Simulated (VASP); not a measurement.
# Be (R-3m) in VASP: a series of runs

Be is run at these levels: PBEsol; tasks: single point.

Program: VASP 6.6.1. These are calculated values, not measurements. Logs are shortened: lines on timing, memory, paths and dates and some standing lists are left out, and cuts for length are marked.

## 1. The cell of the first run

It takes space group R-3m (No. 166, trigonal). The conventional cell has a = 3.580 Å, b = 3.580 Å, c = 2.127 Å, α = 90.00°, β = 90.00°, γ = 120.00°. Be (site symmetry -3m) has 14 Be at 2.13 to 2.51 Å within 2.8 Å.

## 2. Single point, PBEsol (equal xy, yz and zx shear strains of -2 %)

Contents of INCAR:

```
PREC     = Accurate       # precision mode
ENCUT    = 520            # plane-wave cutoff, eV
EDIFF    = 1E-6           # SCF threshold, eV
ISMEAR   = -1             # smearing method
SIGMA    = 0.03           # smearing width, eV
LREAL    = False          # projectors in reciprocal space
LASPH    = True           # aspherical terms in the spheres
NELM     = 100            # most SCF steps
ALGO     = Normal         # electronic algorithm
ISIF     = 2              # what is computed and relaxed
LWAVE    = False          # write WAVECAR
LCHARG   = False          # write CHGCAR
GGA      = PS             # functional
NBANDS   = 7              # bands
```

Contents of KPOINTS:

```
regular mesh
0
Gamma
  23 23 23
```

Contents of POSCAR:

```
Be
1.0
   -1.2781833703      1.2531209513      1.2531209513
    1.2531209513     -1.2781833703      1.2531209513
    1.2531209513      1.2531209513     -1.2781833703
Be
1
Direct
    0.0000000000      0.0000000000      0.0000000000
```

Potentials or basis: VASP PAW PBE potentials, release 64 (Be).

Command:

```sh
cat potpaw_PBE.64/Be/POTCAR > POTCAR
mpirun -np 1 vasp_std > vasp.out
```

OUTCAR:

```text
PREC = Accurate
   ENCUT = 520
   EDIFF = 1E-6
   ISMEAR = -1
   LREAL = False
   LASPH = True
   NELM = 100
   ISIF = 2
   GGA = PS

 ion  position               nearest neighbor table
   1  0.000  0.000  0.000-

  LATTYP: Found a trigonal (rhomboedric) cell.
 ALAT       =     2.1850347744
 COS(alpha) =    -0.3420602552

  Lattice vectors:

 A1 = (  -1.2781833703,   1.2531209513,   1.2531209513)
 A2 = (   1.2531209513,  -1.2781833703,   1.2531209513)
 A3 = (   1.2531209513,   1.2531209513,  -1.2781833703)

Analysis of symmetry for initial positions (statically):
=====================================================================
 Subroutine PRICEL returns:
 Original cell was already a primitive cell.

 Routine SETGRP: Setting up the symmetry group for a
 trigonal (rhombohedral) supercell.

 Subroutine GETGRP returns: Found 12 space group operations
 (whereof 12 operations were pure point group operations)
 out of a pool of 12 trial point group operations.

The static configuration has the point symmetry D_3d.

Analysis of symmetry for dynamics (positions and initial velocities):
=====================================================================
 Subroutine PRICEL returns:
 Original cell was already a primitive cell.

 Routine SETGRP: Setting up the symmetry group for a
 trigonal (rhombohedral) supercell.

 Subroutine GETGRP returns: Found 12 space group operations
 (whereof 12 operations were pure point group operations)
 out of a pool of 12 trial point group operations.

The dynamic configuration has the point symmetry D_3d.

 Subroutine INISYM returns: Found 12 space group operations
 (whereof 12 operations are pure point group operations),
 and found     1 'primitive' translations

----------------------------------------------------------------------------------------

                                     Primitive cell

  volume of cell :       7.8688

  direct lattice vectors                    reciprocal lattice vectors
    -1.278183370  1.253120951  1.253120951     0.008062311  0.403115562  0.403115562
     1.253120951 -1.278183370  1.253120951     0.403115562  0.008062311  0.403115562
     1.253120951  1.253120951 -1.278183370     0.403115562  0.403115562  0.008062311

  length of vectors
     2.185034774  2.185034774  2.185034774     0.570148501  0.570148501  0.570148501

  position of ions in fractional coordinates (direct lattice)
     0.000000000  0.000000000  0.000000000

  ion indices of the primitive-cell ions
   primitive index   ion index
                 1           1

----------------------------------------------------------------------------------------

 KPOINTS: regular mesh

Automatic generation of k-mesh.
 Grid dimensions read from file:
 generate k-points for:   23   23   23

 Generating k-lattice:

  Cartesian coordinates                     Fractional coordinates (reciprocal lattice)
     0.000350535  0.017526764  0.017526764     0.043478261 -0.000000000 -0.000000000
     0.017526764  0.000350535  0.017526764    -0.000000000  0.043478261 -0.000000000
     0.017526764  0.017526764  0.000350535    -0.000000000 -0.000000000  0.043478261

  Length of vectors
     0.024789065  0.024789065  0.024789065

  Shift w.r.t. Gamma in fractional coordinates (k-lattice)
     0.000000000  0.000000000  0.000000000

 Subroutine IBZKPT returns following result:
 ===========================================

 Found   1156 irreducible k-points:

 Following reciprocal coordinates:
            Coordinates               Weight
  0.000000  0.000000  0.000000      1.000000
  0.043478 -0.000000 -0.000000      6.000000
  0.086957  0.000000  0.000000      6.000000
  0.130435 -0.000000 -0.000000      6.000000
  0.173913 -0.000000 -0.000000      6.000000
  0.217391  0.000000  0.000000      6.000000
[... 16 lines left out ...]
  0.478261  0.043478  0.000000     12.000000
 -0.478261  0.043478  0.000000     12.000000
 [... further k-points ...]
   k-points           NKPTS =   1156   k-points in BZ     NKDIM =   1156   number of bands    NBANDS=      7
   number of dos      NEDOS =    301   number of ions     NIONS =      1
   total plane-waves  NPLWV =   4096
   dimension x,y,z NGX =    16 NGY =   16 NGZ =   16
   dimension x,y,z NGXF=    32 NGYF=   32 NGZF=   32
   ions per type =               1
   NGX,Y,Z   is equivalent  to a cutoff of  12.17, 12.17, 12.17 a.u.
   NGXF,Y,Z  is equivalent  to a cutoff of  24.35, 24.35, 24.35 a.u.
 SYSTEM =  unknown system
   PREC   = accura    normal or accurate (medium, high low for compatibility)
   ISTART =      0    job   : 0-new  1-cont  2-samecut
   ICHARG =      2    charge: 1-file 2-atom 10-const
   ISPIN  =      1    spin polarized calculation?
   LNONCOLLINEAR =      F non collinear calculations
   LSORBIT =      F    spin-orbit coupling
   LASPH  =      T    aspherical Exc in radial PAW
   ENCUT  =  520.0 eV  38.22 Ry    6.18 a.u.   4.06  4.06  4.06*2*pi/ulx,y,z
   NELM   =    100;   NELMIN=  2; NELMDL= -5     # of ELM steps
   EDIFF  = 0.1E-05   stopping-criterion for ELM
   LREAL  =      F    real-space projection
   EDIFFG = 0.1E-04   stopping-criterion for IOM
   NSW    =      0    number of steps for IOM
   IBRION =     -1    ionic relax: 0-MD 1-quasi-New 2-CG
   NFREE  =      0    steps in history (QN), initial steepest desc. (CG)
   ISIF   =      2    stress and relaxation
   ISYM   =      2    0-nonsym 1-usesym 2-fastsym
   POTIM  = 0.5000    time-step for ionic-motion
   TEBEG  =    0.0;   TEEND  =   0.0 temperature during run
   PSTRESS=    0.0 pullay stress
   NELECT =       2.0000    total number of electrons
   NUPDOWN=      -1.0000    fix difference up-down
   EMIN   =  10.00;   EMAX   =-10.00  energy-range for DOS
   EFERMI =   0.00;   METHOD = LEGACY
   ISMEAR =    -1;   SIGMA  =   0.03  broadening in eV -4-tet -1-fermi 0-gaus
   EFERMI_NEDOS =   21; number of points for ismear=-14 and -15
   IALGO  =     38    algorithm
   IMIX   =      4    mixing-type and parameters
     AMIX     =   0.40;   BMIX     =  1.00
     AMIX_MAG =   1.60;   BMIX_MAG =  1.00
  volume/ion in A,a.u.               =       7.87        53.10
  Fermi-wavevector in a.u.,A,eV,Ry     =   1.037008  1.959662 14.631518  1.075386
  Thomas-Fermi vector in A             =   2.171426
   LORBIT       =      0    0 simple, 1 ext, 2 COOP (PROOUT), +10 PAW based schemes
   GGA     = PS    functional components
   LHFCALC =     F    Hartree Fock is set to
   AEXX    =    0.0000 exact exchange contribution
   IVDW    =     0    specifies the selected vdW correction
   LEPSILON=     F    determine dielectric tensor
   LRPA    =     F    only Hartree local field effects (RPA)
 non-spin polarized calculation
  energy-cutoff  :      520.00
  volume of cell :        7.87
 maximum number of plane-waves:       232
   NGX =  9   NGY =  9   NGZ =  9

 number of electron       2.0000000 magnetization

 Free energy of the ion-electron system (eV)
  ---------------------------------------------------
  ext. energy  EPLUGINS =         0.00000000
  ---------------------------------------------------
  free energy    TOTEN  =        -3.89251218 eV

  energy without entropy =       -3.89196320  energy(sigma->0) =       -3.89223769

 E-fermi :   7.9319     XC(G=0): -10.6289

 val. band max:        7.9189634567   @ k =   0.3478   0.3478   0.2174
 cond. band min:       7.9462765314   @ k =   0.4783   0.4348   0.3913
 fundamental gap:      0.0273130747
 Fermi energy:         7.9318643326

 k-point     1 :       0.0000    0.0000    0.0000
  band No.  band energies     occupation
      1      -4.3150      2.00000
      2      26.9319      0.00000
      3      26.9319      0.00000
      4      27.8728      0.00000
      5      38.3599      0.00000
      6      38.4473      0.00000
      7      38.4473      0.00000

 k-point     2 :       0.0435   -0.0000   -0.0000
  band No.  band energies     occupation
      1      -4.2475      2.00000
      2      26.6877      0.00000
      3      26.8636      0.00000
      4      27.5215      0.00000
      5      37.6051      0.00000
      6      38.0168      0.00000
      7      38.8322      0.00000

 k-point     3 :       0.0870    0.0000    0.0000
  band No.  band energies     occupation
      1      -4.0449      2.00000
      2      26.0032      0.00000
      3      26.5159      0.00000
      4      26.6592      0.00000
      5      36.1398      0.00000
      6      36.1542      0.00000
      7      39.1877      0.00000

 k-point     4 :       0.1304   -0.0000   -0.0000
  band No.  band energies     occupation
      1      -3.7071      2.00000
      2      24.7285      0.00000
      3      25.2271      0.00000
      4      26.3266      0.00000
      5      34.5859      0.00000
      6      34.6513      0.00000
      7      38.5213      0.00000

 k-point     5 :       0.1739   -0.0000   -0.0000
  band No.  band energies     occupation
      1      -3.2343      2.00000
      2      22.6568      0.00000
      3      24.1796      0.00000
      4      25.8887      0.00000
      5      33.2613      0.00000
      6      33.6519      0.00000
      7      38.2753      0.00000
[... 161 lines left out ...]
 k-point    22 :       0.4348    0.0435   -0.0000
  band No.  band energies     occupation
      1       2.4941      2.00000
      2       9.1302      0.00000
      3      19.7914      0.00000
      4      22.7570      0.00000
      5      28.9684      0.00000
      6      33.8771      0.00000
      7      43.2348      0.00000

 k-point    23 :       0.4783    0.0435    0.0000
  band No.  band energies     occupation
      1       2.8911      2.00000
      2       8.5766      0.00000
      3      19.7020      0.00000
      4      22.6479      0.00000
      5      28.9318      0.00000
      6      33.9714      0.00000
      7      43.6935      0.00000

 k-point    24 :      -0.4783    0.0435    0.0000
  band No.  band energies     occupation
      1       2.4704      2.00000
      2       9.1595      0.00000
      3      19.7736      0.00000
      4      22.6714      0.00000
      5      29.0656      0.00000
      6      33.9229      0.00000
      7      43.2104      0.00000

 [... further k-points ...]

------------------------ aborting loop because EDIFF is reached ----------------------------------------

  FORCE on cell =-STRESS in cart. coord.  units (eV):
  Direction    XX          YY          ZZ          XY          YZ          ZX
  --------------------------------------------------------------------------------------
  -------------------------------------------------------------------------------------
  Total       -0.0690732     -0.0690732     -0.0690732      0.2108768      0.2108768      0.2108768
  in kB      -14.0641148    -14.0641148    -14.0641148     42.9369828     42.9369828     42.9369828
  external PRESSURE =     -14.0641148 kB  Pullay stress =       0.0000000 kB

 VOLUME and BASIS-vectors are now :
 -----------------------------------------------------------------------------
  energy-cutoff  :      520.00
  volume of cell :        7.87
      direct lattice vectors                 reciprocal lattice vectors
    -1.278183370  1.253120951  1.253120951     0.008062311  0.403115562  0.403115562
     1.253120951 -1.278183370  1.253120951     0.403115562  0.008062311  0.403115562
     1.253120951  1.253120951 -1.278183370     0.403115562  0.403115562  0.008062311

 POSITION                                       TOTAL-FORCE (eV/Angst)
 -----------------------------------------------------------------------------------
      0.00000      0.00000      0.00000        -0.000000     -0.000000      0.000000
 -----------------------------------------------------------------------------------
    total drift:                               -0.000000      0.000000     -0.000000

  FREE ENERGIE OF THE ION-ELECTRON SYSTEM (eV)
  ---------------------------------------------------
  free  energy   TOTEN  =        -3.8925121781 eV

  energy  without entropy=       -3.8919632005  energy(sigma->0) =       -3.89223769
```

It took 14 s on 1 thread of Intel Xeon Platinum 8488C (Sapphire Rapids), shared host; peak memory 0.15 GiB.

What came out:

```
Free energy            : -3.8925 eV
Pressure               : -1.4 GPa
Band gap on the k mesh : zero (bands 1 and 2 overlap by 5.06 eV)
```

Caveat: the cell differs from its parent crystal (equal xy, yz and zx shear strains of -2 %); the PAW data sets were made with another functional, which shifts forces and pressure a little.

(Continued in part 2 of 2.)

The gap in the log of VASP goes by the Fermi energy; the results here count the filled bands.